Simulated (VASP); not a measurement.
# ZnSe (hm.bB) (F-43m) in VASP: single point with PBE

Aim: the single point of ZnSe (hm.bB) with PBE.

Everything below comes from runs of VASP 6.6.1. Logs are shortened: lines on timing, memory, paths and dates and some standing lists are left out, and cuts for length are marked.

### Step 1. The cell of the first run

The structure is cubic, space group F-43m (No. 216). The conventional cell has a = 5.733 Å, b = 5.733 Å, c = 5.733 Å, α = 90.00°, β = 90.00°, γ = 90.00°. Zn (site symmetry -43m) has 4 Se at 2.48 Å within 3.3 Å. Within 3.3 Å of Se (site symmetry -43m) lie 4 Zn at 2.48 Å.

### Step 2. Single point, PBE

INCAR reads:

```
ALGO = Normal
EDIFF = 1E-6
ENCUT = 500
GGA = PE
GGA_COMPAT = False
ISIF = 2
ISMEAR = 0
LASPH = True
LCHARG = False
LREAL = False
LWAVE = False
NBANDS = 16
NELM = 120
PREC = Accurate
SIGMA = 0.02
```

KPOINTS reads:

```
k-points
0
Gamma
  8 8 8
```

POSCAR reads:

```
ZnSe
1.0
    0.0000000000      2.8664716547      2.8664716547
    2.8664716547      0.0000000000      2.8664716547
    2.8664716547      2.8664716547      0.0000000000
Zn Se
1 1
Direct
    0.0000000000      0.0000000000      0.0000000000
    0.2500000000      0.2500000000      0.2500000000
```

Potentials or basis: VASP PAW PBE potentials, release 64 (Zn, Se).

On the command line:

```
$ cat potpaw_PBE.64/Zn/POTCAR potpaw_PBE.64/Se/POTCAR > POTCAR
$ mpirun -np 1 vasp_std > vasp.out
```

OUTCAR:

```text
EDIFF = 1E-6
   ENCUT = 500
   GGA = PE
   ISIF = 2
   ISMEAR = 0
   LASPH = True
   LREAL = False
   NELM = 120
   PREC = Accurate

 ion  position               nearest neighbor table
   1  0.000  0.000  0.000-   2 2.48   2 2.48   2 2.48   2 2.48
   2  0.250  0.250  0.250-   1 2.48   1 2.48   1 2.48   1 2.48

  LATTYP: Found a face centered cubic cell.
 ALAT       =     5.7329433094

  Lattice vectors:

 A1 = (   0.0000000000,   2.8664716547,   2.8664716547)
 A2 = (   2.8664716547,   0.0000000000,   2.8664716547)
 A3 = (   2.8664716547,   2.8664716547,   0.0000000000)

Analysis of symmetry for initial positions (statically):
=====================================================================
 Subroutine PRICEL returns:
 Original cell was already a primitive cell.

 Routine SETGRP: Setting up the symmetry group for a
 face centered cubic supercell.

 Subroutine GETGRP returns: Found 24 space group operations
 (whereof 24 operations were pure point group operations)
 out of a pool of 48 trial point group operations.

The static configuration has the point symmetry T_d .

Analysis of symmetry for dynamics (positions and initial velocities):
=====================================================================
 Subroutine PRICEL returns:
 Original cell was already a primitive cell.

 Routine SETGRP: Setting up the symmetry group for a
 face centered cubic supercell.

 Subroutine GETGRP returns: Found 24 space group operations
 (whereof 24 operations were pure point group operations)
 out of a pool of 48 trial point group operations.

The dynamic configuration has the point symmetry T_d .

 Subroutine INISYM returns: Found 24 space group operations
 (whereof 24 operations are pure point group operations),
 and found     1 'primitive' translations

----------------------------------------------------------------------------------------

                                     Primitive cell

  volume of cell :      47.1056

  direct lattice vectors                    reciprocal lattice vectors
     0.000000000  2.866471655  2.866471655    -0.174430471  0.174430471  0.174430471
     2.866471655  0.000000000  2.866471655     0.174430471 -0.174430471  0.174430471
     2.866471655  2.866471655  0.000000000     0.174430471  0.174430471 -0.174430471

  length of vectors
     4.053803090  4.053803090  4.053803090     0.302122438  0.302122438  0.302122438

  position of ions in fractional coordinates (direct lattice)
     0.000000000  0.000000000  0.000000000
     0.250000000  0.250000000  0.250000000

  ion indices of the primitive-cell ions
   primitive index   ion index
                 1           1
                 2           2

----------------------------------------------------------------------------------------

 KPOINTS: k-points

Automatic generation of k-mesh.
 Grid dimensions read from file:
 generate k-points for:    8    8    8

 Generating k-lattice:

  Cartesian coordinates                     Fractional coordinates (reciprocal lattice)
    -0.021803809  0.021803809  0.021803809     0.125000000  0.000000000  0.000000000
     0.021803809 -0.021803809  0.021803809     0.000000000  0.125000000  0.000000000
     0.021803809  0.021803809 -0.021803809     0.000000000  0.000000000  0.125000000

  Length of vectors
     0.037765305  0.037765305  0.037765305

  Shift w.r.t. Gamma in fractional coordinates (k-lattice)
     0.000000000  0.000000000  0.000000000

 Subroutine IBZKPT returns following result:
 ===========================================

 Found     29 irreducible k-points:

 Following reciprocal coordinates:
            Coordinates               Weight
  0.000000  0.000000  0.000000      1.000000
  0.125000  0.000000  0.000000      8.000000
  0.250000  0.000000  0.000000      8.000000
  0.375000  0.000000  0.000000      8.000000
  0.500000  0.000000  0.000000      4.000000
  0.125000  0.125000  0.000000      6.000000
[... 16 lines left out ...]
  0.500000  0.250000  0.125000     48.000000
 -0.375000  0.250000  0.125000     24.000000
 [... further k-points ...]
   k-points           NKPTS =     29   k-points in BZ     NKDIM =     29   number of bands    NBANDS=     16
   number of dos      NEDOS =    301   number of ions     NIONS =      2
   total plane-waves  NPLWV =  27000
   dimension x,y,z NGX =    30 NGY =   30 NGZ =   30
   dimension x,y,z NGXF=    60 NGYF=   60 NGZF=   60
   ions per type =               1   1
   NGX,Y,Z   is equivalent  to a cutoff of  12.30, 12.30, 12.30 a.u.
   NGXF,Y,Z  is equivalent  to a cutoff of  24.61, 24.61, 24.61 a.u.
 SYSTEM =  unknown system
   PREC   = accura    normal or accurate (medium, high low for compatibility)
   ISTART =      0    job   : 0-new  1-cont  2-samecut
   ICHARG =      2    charge: 1-file 2-atom 10-const
   ISPIN  =      1    spin polarized calculation?
   LNONCOLLINEAR =      F non collinear calculations
   LSORBIT =      F    spin-orbit coupling
   LASPH  =      T    aspherical Exc in radial PAW
   ENCUT  =  500.0 eV  36.75 Ry    6.06 a.u.   7.39  7.39  7.39*2*pi/ulx,y,z
   NELM   =    120;   NELMIN=  2; NELMDL= -5     # of ELM steps
   EDIFF  = 0.1E-05   stopping-criterion for ELM
   LREAL  =      F    real-space projection
   EDIFFG = 0.1E-04   stopping-criterion for IOM
   NSW    =      0    number of steps for IOM
   IBRION =     -1    ionic relax: 0-MD 1-quasi-New 2-CG
   NFREE  =      0    steps in history (QN), initial steepest desc. (CG)
   ISIF   =      2    stress and relaxation
   ISYM   =      2    0-nonsym 1-usesym 2-fastsym
   POTIM  = 0.5000    time-step for ionic-motion
   TEBEG  =    0.0;   TEEND  =   0.0 temperature during run
   PSTRESS=    0.0 pullay stress
   NELECT =      18.0000    total number of electrons
   NUPDOWN=      -1.0000    fix difference up-down
   EMIN   =  10.00;   EMAX   =-10.00  energy-range for DOS
   EFERMI =   0.00;   METHOD = LEGACY
   ISMEAR =     0;   SIGMA  =   0.02  broadening in eV -4-tet -1-fermi 0-gaus
   EFERMI_NEDOS =   21; number of points for ismear=-14 and -15
   IALGO  =     38    algorithm
   IMIX   =      4    mixing-type and parameters
     AMIX     =   0.40;   BMIX     =  1.00
     AMIX_MAG =   1.60;   BMIX_MAG =  1.00
  volume/ion in A,a.u.               =      23.55       158.94
  Fermi-wavevector in a.u.,A,eV,Ry     =   1.187977  2.244951 19.201756  1.411289
  Thomas-Fermi vector in A             =   2.324117
   LORBIT       =      0    0 simple, 1 ext, 2 COOP (PROOUT), +10 PAW based schemes
   GGA     = PE    functional components
   LHFCALC =     F    Hartree Fock is set to
   AEXX    =    0.0000 exact exchange contribution
   IVDW    =     0    specifies the selected vdW correction
   LEPSILON=     F    determine dielectric tensor
   LRPA    =     F    only Hartree local field effects (RPA)
 non-spin polarized calculation
 Gauss-broadening in eV      SIGMA  =   0.02
  energy-cutoff  :      500.00
  volume of cell :       47.11
 maximum number of plane-waves:      1243
 NGX is ok and might be reduce to    30
   NGX = 15   NGY = 15   NGZ = 15

 number of electron      18.0000017 magnetization

 Free energy of the ion-electron system (eV)
  ---------------------------------------------------
  ext. energy  EPLUGINS =         0.00000000
  ---------------------------------------------------
  free energy    TOTEN  =        -6.03233400 eV

  energy without entropy =       -6.03233400  energy(sigma->0) =       -6.03233400

 E-fermi :   1.4100     XC(G=0):  -9.1655

 val. band max:        1.3243260971   @ k =   0.0000   0.0000   0.0000
 cond. band min:       2.4776100975   @ k =   0.0000   0.0000   0.0000
 fundamental gap:      1.1532840004
 Fermi energy:         1.4099840392

 k-point     1 :       0.0000    0.0000    0.0000
  band No.  band energies     occupation
      1     -11.7202      2.00000
      2      -5.1026      2.00000
      3      -5.1026      2.00000
      4      -5.1026      2.00000
      5      -4.7633      2.00000
      6      -4.7633      2.00000
[... 8 lines left out ...]
     15      12.7125      0.00000
     16      12.7125      0.00000

 k-point     2 :       0.1250    0.0000    0.0000
  band No.  band energies     occupation
      1     -11.6261      2.00000
      2      -5.0937      2.00000
      3      -5.0880      2.00000
      4      -5.0880      2.00000
      5      -4.7645      2.00000
      6      -4.7645      2.00000
[... 8 lines left out ...]
     15      11.9588      0.00000
     16      11.9789      0.00000

 k-point     3 :       0.2500    0.0000    0.0000
  band No.  band energies     occupation
      1     -11.3827      2.00000
      2      -5.0558      2.00000
      3      -5.0558      2.00000
      4      -5.0355      2.00000
      5      -4.7631      2.00000
      6      -4.7631      2.00000
[... 8 lines left out ...]
     15      11.7229      0.00000
     16      11.9809      0.00000

 k-point     4 :       0.3750    0.0000    0.0000
  band No.  band energies     occupation
      1     -11.1112      2.00000
      2      -5.0299      2.00000
      3      -5.0299      2.00000
      4      -4.8489      2.00000
      5      -4.7534      2.00000
      6      -4.7534      2.00000
[... 8 lines left out ...]
     15      12.7906      0.00000
     16      12.7906      0.00000
[... 324 lines left out ...]
 k-point    22 :       0.3750    0.2500    0.1250
  band No.  band energies     occupation
      1     -11.1929      2.00000
      2      -5.0550      2.00000
      3      -5.0075      2.00000
      4      -4.9782      2.00000
      5      -4.7754      2.00000
      6      -4.7406      2.00000
[... 8 lines left out ...]
     15      13.4692      0.00000
     16      14.5832      0.00000

 k-point    23 :       0.5000    0.2500    0.1250
  band No.  band energies     occupation
      1     -10.9668      2.00000
      2      -5.0113      2.00000
      3      -4.9849      2.00000
      4      -4.8562      2.00000
      5      -4.7514      2.00000
      6      -4.6997      2.00000
[... 8 lines left out ...]
     15      13.7610      0.00000
     16      14.8811      0.00000

 k-point    24 :      -0.3750    0.2500    0.1250
  band No.  band energies     occupation
      1     -10.8667      2.00000
      2      -5.0043      2.00000
      3      -4.9723      2.00000
      4      -4.7902      2.00000
      5      -4.7563      2.00000
      6      -4.5698      2.00000
[... 8 lines left out ...]
     15      13.9454      0.00000
     16      14.7362      0.00000

 [... further k-points ...]
[... 5 lines left out ...]
  --------------------------------------------------------------------------------------
  -------------------------------------------------------------------------------------
  Total        0.0593262      0.0593262      0.0593262     -0.0000000     -0.0000000     -0.0000000
  in kB        2.0178270      2.0178270      2.0178270     -0.0000000     -0.0000000     -0.0000000
  external PRESSURE =       2.0178270 kB  Pullay stress =       0.0000000 kB

 VOLUME and BASIS-vectors are now :
 -----------------------------------------------------------------------------
  energy-cutoff  :      500.00
  volume of cell :       47.11
      direct lattice vectors                 reciprocal lattice vectors
     0.000000000  2.866471655  2.866471655    -0.174430471  0.174430471  0.174430471
     2.866471655  0.000000000  2.866471655     0.174430471 -0.174430471  0.174430471
     2.866471655  2.866471655  0.000000000     0.174430471  0.174430471 -0.174430471

 POSITION                                       TOTAL-FORCE (eV/Angst)
 -----------------------------------------------------------------------------------
      0.00000      0.00000      0.00000         0.000000      0.000000      0.000000
      1.43324      1.43324      1.43324        -0.000000     -0.000000     -0.000000
 -----------------------------------------------------------------------------------
    total drift:                               -0.000000     -0.000000     -0.000001

  FREE ENERGIE OF THE ION-ELECTRON SYSTEM (eV)
  ---------------------------------------------------
  free  energy   TOTEN  =        -6.0323339952 eV

  energy  without entropy=       -6.0323339952  energy(sigma->0) =       -6.03233400
```

Wall time 11 s (1 thread of AMD EPYC 9R45 (Zen 5), shared host); peak memory 0.14 GiB.

Results:

| Item | Value |
| --- | --- |
| Free energy | -6.0323 eV |
| Pressure | 0.2 GPa |
| Band gap on the k mesh | 1.15 eV, direct |

Expect the measured gap to be larger: semilocal functionals such as PBE lack the derivative discontinuity.
